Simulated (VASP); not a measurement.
Runs of VASP 6.6.1 on CdS. The structure is that of space group P6_3mc (No. 186), or close to it. The cells are those of the table. 

```tsv
level	cell	k mesh	smearing	gap on the mesh (eV)	pressure (GPa)
PBE	a = 4.165, b = 4.165, c = 6.766 Å, angles 90.0, 90.0, 120.0°, 4 atoms	12 × 12 × 4	fermi-dirac 0.02 eV	1.17	(a)
r2SCAN	a = 4.165, b = 4.165, c = 6.800 Å, angles 90.0, 90.0, 120.0°, 4 atoms	12 × 12 × 4	gaussian 0.01 eV	1.60	0.0
PBE	a = 4.373, b = 4.373, c = 7.104 Å, angles 90.0, 90.0, 120.0°, 4 atoms	6 × 6 × 4	fermi-dirac 0.02 eV	0.82	(b)
r2SCAN	a = 4.373, b = 4.373, c = 7.104 Å, angles 90.0, 90.0, 120.0°, 4 atoms	6 × 6 × 4	gaussian 0.01 eV	1.25	(c)
```

Alike in all rows: task single point; potentials or basis VASP PAW PBE potentials, release 64 (Cd, S); no spin polarisation; cutoff (eV) 520.

**Question.** Estimate the missing entries.

**Answer.** (a) 1.7; (b) -4.7; (c) -6.2.

Caveats: the PAW data sets were made with another functional, which shifts forces and pressure a little (some runs).

A k mesh can miss the band edges, and the runs leave out spin-orbit coupling on Cd.
